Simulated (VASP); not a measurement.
**Rb3Ag: single point with PBE**

The system is Rb3Ag.

```xyz
4
Lattice="6.1361 0.0000 0.0000 0.0000 6.1361 0.0000 0.0000 0.0000 6.1361" Properties=species:S:1:pos:R:3 pbc="T T T"
Rb    0.0000    3.0681    3.0681
Rb    3.0681    0.0000    3.0681
Rb    3.0681    3.0681    0.0000
Ag    0.0000    0.0000    0.0000
```

| Item | Value |
| --- | --- |
| Program | VASP 6.6.1 |
| Task | single point |
| Functional | PBE |
| Potentials or basis | VASP PAW PBE potentials, release 64 (Rb_sv, Ag) |
| Cutoff | 520 eV |
| k mesh | 4 × 4 × 4 |
| Occupations | gaussian, width 0.1 eV |
| Spin | no spin polarisation |

* Pressure: 0.0 GPa
* Band gap on the k mesh: zero (band 19 reaches 1.79 eV, above the bottom of band 20 at 0.86 eV)

Levels at points of the mesh, in eV from the Fermi level:
| k point | band 17 | band 18 | band 19 | band 20 | band 21 | band 22 |
| --- | --- | --- | --- | --- | --- | --- |
| (0.00, 0.00, 0.00) | -3.89 | -2.95 | -0.38 | 1.47 | 1.47 | 1.81 |
| (0.50, 0.00, 0.00) | -3.88 | -2.15 | -1.25 | 0.88 | 1.45 | 1.45 |
| (0.50, 0.50, 0.00) | -3.86 | -1.75 | -0.25 | -0.25 | 0.12 | 1.46 |
| (0.50, 0.50, 0.50) | -3.86 | -1.74 | 0.68 | 0.68 | 0.68 | 0.87 |

Run time: 58 s on 1 thread of Intel(R) Xeon(R) Platinum 8259CL CPU @ 2.50GHz (Skylake/Cascade Lake), on a shared host, peak memory 0.34 GiB.
